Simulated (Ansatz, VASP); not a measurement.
# SnO: VASP beside Ansatz

```
CELL_PARAMETERS angstrom
3.83710 0.00000 0.00000
0.00000 3.83710 0.00000
0.00000 0.00000 4.76213
ATOMIC_POSITIONS crystal
Sn 0.03385 0.53385 0.27052
Sn 0.53385 0.03385 0.78404
O 0.00000 0.00000 0.00000
O 0.50000 0.50000 0.00000
```

Change from the starting cell: all Sn atoms moved +0.225 Å, as atom 1 along Cartesian [1 1 1].

Alike in both runs: task single point; functional PBE; dispersion D3(BJ); k mesh 12 × 12 × 10; occupations gaussian, width 0.15 eV; no spin polarisation.

```csv
,VASP,Ansatz
version,VASP 6.6.1,Ansatz 0.2.0
potentials or method,"VASP PAW PBE potentials, release 64 (Sn_d, O), cutoff 520 eV","scalar-relativistic, plane waves, PAW"
valence electrons in the cell,40,40
```

Ansatz gave:

```
gap on the k mesh at the Fermi level (eV)                     : none
pressure (GPa)                                                : 2.0
traceless stress, the component that is largest in VASP (GPa) : 0.93
rms of the force components (eV/Å)                            : 0.738
```

Task: Estimate VASP's values.

Result: gap on the k mesh at the Fermi level (eV): none; pressure (GPa): 2.2; traceless stress, the component that is largest in VASP (GPa): 0.95; rms of the force components (eV/Å): 0.759.

Atom by atom the forces differ by 0.037 eV/Å (rms over components). A gap of «none» marks a metal or a gap that the smearing closes.
